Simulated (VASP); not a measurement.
Wanted: the native input for a VASP 6.6.1 run.

```
Task                   : single point
Functional             : PBEsol
Potentials or basis    : VASP PAW PBE potentials, release 64 (S, Cd)
Cutoff                 : 520 eV
k mesh                 : 7 × 7 × 1
Occupations            : gaussian, width 0.05 eV
Spin                   : no spin polarisation
Dipole correction      : yes
Further INCAR settings : ALGO = Normal; EDIFF = 1e-06; NBANDS = 46
```

The structure of CdS lies in POSCAR:

```
CdS
1.0
    4.1183285457      0.0000000000      0.0000000000
    0.0000000000      4.1183285457      0.0000000000
    0.0000000000      0.0000000000     25.1923431464
S Cd
4 4
Direct
    0.0000000000      0.5000000000      0.2977095047
    0.5000000000      0.0000000000      0.4133040734
    0.0000000000      0.5000000000      0.5288986422
    0.5000000000      0.0000000000      0.6444932109
    0.5000000000      0.5000000000      0.3555067891
    0.0000000000      0.0000000000      0.4711013578
    0.5000000000      0.5000000000      0.5866959266
    0.0000000000      0.0000000000      0.7022904953
```

One way to write it, as run:

INCAR

```
ALGO = Normal
DIPOL = 0.5 0.5 0.500
EDIFF = 1E-6
ENCUT = 520
GGA = PS
IDIPOL = 3
ISIF = 2
ISMEAR = 0
LASPH = True
LCHARG = True
LDIPOL = True
LELF = True
LREAL = False
LVACPOTAV = True
LVHAR = True
LWAVE = False
NBANDS = 46
NELM = 80
PREC = Accurate
SIGMA = 0.05
```

KPOINTS

```
k-points
0
Gamma
  7 7 1
```

Potentials or basis: VASP PAW PBE potentials, release 64 (S, Cd).

Command:

```sh
$ cat potpaw_PBE.64/S/POTCAR potpaw_PBE.64/Cd/POTCAR > POTCAR
$ mpirun -np 1 vasp_std > vasp.out
```

It gave:

| Item | Value |
| --- | --- |
| Largest force | 0.637 eV/Å |
| Band gap on the k mesh | zero (bands 36 and 37 overlap by 0.08 eV) |

Caveat: the PAW data sets were made with another functional, which shifts forces and pressure a little.

Run time: 14 min on 1 thread of Intel(R) Xeon(R) Platinum 8259CL CPU @ 2.50GHz (Skylake/Cascade Lake), with other jobs on the host, peak memory 0.57 GiB.
